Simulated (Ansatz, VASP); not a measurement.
**One calculation of BN, two programs**

```xyz
4
Lattice="2.5065 0.0000 0.0000 -1.2533 2.1707 0.0000 0.0000 0.0000 6.6178" Properties=species:S:1:pos:R:3 pbc="T T T"
B     0.0000    1.4471    1.6545
B     1.2533    0.7236    4.9634
N     1.2533    0.7236    1.6545
N     0.0000    1.4471    4.9634
```

Alike in both runs: functional PBE; dispersion D3(BJ); k mesh 12 × 12 × 4; no spin polarisation.

Ansatz relaxed the structure, and its values are those at the end. VASP's run is a single point on that final structure, the one shown.

|  | VASP | Ansatz |
| --- | --- | --- |
| version | VASP 6.6.1 | Ansatz 0.2.0 |
| potentials or method | VASP PAW PBE potentials, release 64 (B, N), cutoff 520 eV | scalar-relativistic, plane waves, PAW |
| occupations | gaussian, width 0.01 eV | fixed |
| valence electrons in the cell | 16 | 16 |

|  | VASP | Ansatz | Ansatz less VASP |
| --- | --- | --- | --- |
| gap on the k mesh at the Fermi level (eV) | 4.27 | 4.27 | +0.007 |
| least direct gap on the mesh (eV) | 4.63 | 4.64 | +0.003 |
| pressure (GPa) | 0.0 | 0.0 | -0.05 |
